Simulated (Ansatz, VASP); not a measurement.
# BeS: VASP beside Ansatz

The input INCAR:

```
SYSTEM = BeS
PREC     = Accurate       ! precision mode
ENCUT    = 520            ! plane-wave cutoff, eV
EDIFF    = 1E-6           ! SCF threshold, eV
ISMEAR   = 0              ! smearing method
SIGMA    = 0.05           ! smearing width, eV
LREAL    = .FALSE.        ! projectors in reciprocal space
LASPH    = .TRUE.         ! aspherical terms in the spheres
NELM     = 100            ! most SCF steps
ALGO     = Normal         ! electronic algorithm
ISIF     = 2              ! what is computed and relaxed
LWAVE    = .FALSE.        ! write WAVECAR
LCHARG   = .FALSE.        ! write CHGCAR
GGA      = PS             ! functional
NBANDS   = 11             ! bands
```

KPOINTS

```
regular mesh
0
G
  10 10 10
  0 0 0
```

Contents of POSCAR:

```
BeS
1.0
    0.0000000000      2.5292287338      2.4493789790
    2.4493789790      0.0000000000      2.4493789790
    2.4493789790      2.5292287338      0.0000000000
Be S
1 1
Direct
    0.0000000000      0.0000000000      0.0000000000
    0.7500000000      0.7500000000      0.7500000000
```

Input for Ansatz:

```yaml
crystal:
  lattice:
    - [0.0, 2.5292287338, 2.449378979]
    - [2.449378979, 0.0, 2.449378979]
    - [2.449378979, 2.5292287338, 0.0]
  atoms:
    - { symbol: Be, position: [0.0, 0.0, 0.0] }
    - { symbol: S, position: [0.75, 0.75, 0.75] }
basis:
  ecutwfc: 520.0
kpoints:
  mp_grid: { grid: [10, 10, 10] }
hamiltonian:
  xc: pbesol
scf:
  occupations: { method: gaussian, width: 0.05 }
output:
  forces: true
  stress: true
  eigenvalues: true
```

Alike in both runs: task single point; functional PBEsol; k mesh 10 × 10 × 10; occupations gaussian, width 0.05 eV; no spin polarisation.

|  | VASP | Ansatz |
| --- | --- | --- |
| version | VASP 6.6.1 | Ansatz 0.2.0 |
| potentials or method | VASP PAW PBE potentials, release 64 (Be, S), cutoff 520 eV | scalar-relativistic, plane waves, PAW |
| valence electrons in the cell | 8 | 8 |

Ansatz gave:

| Item | Value |
| --- | --- |
| gap on the k mesh at the Fermi level (eV) | 2.92 |
| least direct gap on the mesh (eV) | 5.14 |
| pressure (GPa) | -5.9 |
| traceless stress, the component that is largest in VASP (GPa) | -2.05 |

**Question.** What did VASP give for the same quantities?

**Answer.** gap on the k mesh at the Fermi level (eV): 2.93; least direct gap on the mesh (eV): 5.14; pressure (GPa): -5.8; traceless stress, the component that is largest in VASP (GPa): -2.04.

VASP's potentials were made for PBE, not for PBEsol.
